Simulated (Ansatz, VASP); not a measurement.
**Bi in VASP and in Ansatz**

Contents of INCAR:

```
SYSTEM = Bi
ALGO     = Fast           ! electronic algorithm
EDIFF    = 1E-6           ! SCF threshold, eV
ENCUT    = 520            ! plane-wave cutoff, eV
GGA      = PE             ! functional
ISIF     = 2              ! what is computed and relaxed
ISMEAR   = 0              ! smearing method
LASPH    = .True.         ! aspherical terms in the spheres
LCHARG   = .False.        ! write CHGCAR
LREAL    = .False.        ! projectors in reciprocal space
LWAVE    = .False.        ! write WAVECAR
NBANDS   = 22             ! bands
NELM     = 60             ! most SCF steps
PREC     = Accurate       ! precision mode
SIGMA    = 0.15           ! smearing width, eV
```

KPOINTS

```
k-points
0
Gamma
  12 12 12
  0 0 0
```

POSCAR

```
Bi
1.0
    2.2729996784      1.3123169762      3.9540000000
   -2.2729996784      1.3123169762      3.9540000000
    0.0000000000     -2.6246339523      3.9540000000
Bi
2
Direct
    0.2338900000      0.2338900000      0.2338900000
    0.7661100000      0.7661100000      0.7661100000
```

Input for Ansatz:

```yaml
crystal:
  lattice:
    - [2.2729996784, 1.3123169762, 3.954]
    - [-2.2729996784, 1.3123169762, 3.954]
    - [0.0, -2.6246339523, 3.954]
  atoms:
    - { symbol: Bi, position: [0.23389, 0.23389, 0.23389] }
    - { symbol: Bi, position: [0.76611, 0.76611, 0.76611] }
basis:
  ecutwfc: 420
kpoints:
  mp_grid: { grid: [12, 12, 12] }
hamiltonian:
  xc: pbe
scf:
  occupations: { method: gaussian, width: 0.15 }
output:
  forces: true
  stress: true
  eigenvalues: true
```

Alike in both runs: task single point; functional PBE; k mesh 12 × 12 × 12; occupations gaussian, width 0.15 eV; no spin polarisation.

|  | VASP | Ansatz |
| --- | --- | --- |
| version | VASP 6.6.1 | Ansatz 0.2.0 |
| potentials or method | VASP PAW PBE potentials, release 64 (Bi_d), cutoff 520 eV | scalar-relativistic, plane waves, PAW |
| valence electrons in the cell | 30 | 30 |

|  | VASP | Ansatz | Ansatz less VASP |
| --- | --- | --- | --- |
| gap on the k mesh at the Fermi level (eV) | none | none | - |
| pressure (GPa) | 1.7 | 1.8 | +0.06 |
| traceless stress, the component that is largest in VASP (GPa) | 0.09 | 0.09 | -0.003 |
| rms of the force components (eV/Å) | 0.115 | 0.111 | -0.0040 |

Atom by atom the forces differ by 0.004 eV/Å (rms over components). A gap of «none» marks a metal or a gap that the smearing closes.

Neither program's run includes spin-orbit coupling.
